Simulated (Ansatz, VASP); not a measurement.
# HgTe in VASP and in Ansatz

```
Hg Te
1.0
     0.00000    3.25090    3.25090
     3.25090    0.00000    3.25090
     3.25090    3.25090    0.00000
Hg Te
1 1
Cartesian
  0.0000 0.0000 0.0000
  1.6254 1.6254 1.6254
```

Alike in both runs: functional PBEsol; k mesh 6 × 6 × 6; occupations gaussian, width 0.1 eV; no spin polarisation.

Ansatz relaxed the structure, and its values are those at the end. VASP's run is a single point on that final structure, the one shown.

```csv
,VASP,Ansatz
version,VASP 6.6.1,Ansatz 0.2.0
potentials or method,"VASP PAW PBE potentials, release 64 (Hg, Te), cutoff 520 eV","scalar-relativistic, plane waves, PAW"
valence electrons in the cell,18,36
```

```csv
,VASP,Ansatz,Ansatz less VASP
gap on the k mesh at the Fermi level (eV),none,none,-
pressure (GPa),0.3,0.2,-0.11
```

VASP's potentials were made for PBE, not for PBEsol. A gap of «none» marks a metal or a gap that the smearing closes. VASP's potentials hold 18 valence electrons a cell and Ansatz's 36, so a difference there can come from the potentials and not from the codes.

Neither program's run includes spin-orbit coupling.
